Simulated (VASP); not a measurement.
Runs of VASP 6.6.1 on Hf. The structure is that of space group I4/mmm (No. 139), or close to it. The cells are those of the table. 

```csv
cell,gap on the mesh (eV),pressure (GPa)
"a = 2.952, b = 2.952, c = 3.014 Å, angles 59.3, 59.3, 61.4°, 1 atom",none,27.0
"a = 3.150, b = 3.150, c = 2.888 Å, angles 62.7, 62.7, 54.6°, 1 atom",none,14.0
"a = 3.083, b = 3.083, c = 2.888 Å, angles 62.1, 62.1, 55.9°, 1 atom",none,20.0
"a = 3.150, b = 3.150, c = 3.391 Å, angles 57.4, 57.4, 65.1°, 1 atom",none,(b)
"a = 3.017, b = 3.017, c = 3.140 Å, angles 58.6, 58.6, 62.7°, 1 atom",none,(a)
```

Alike in all rows: task single point; level PBE; potentials or basis VASP PAW PBE potentials, release 64 (Hf_pv); no spin polarisation; k mesh 18 × 18 × 18; cutoff (eV) 520; smearing gaussian 0.15 eV.

Task: Estimate the missing entries.

Result: (a) 13.4; (b) -4.4.

Caveats: spin-orbit coupling is left out, which moves the levels of the heavy elements.

A k mesh can miss the band edges, and the runs leave out spin-orbit coupling on Hf.

A gap of «none» marks levels without a gap at the run's occupations.
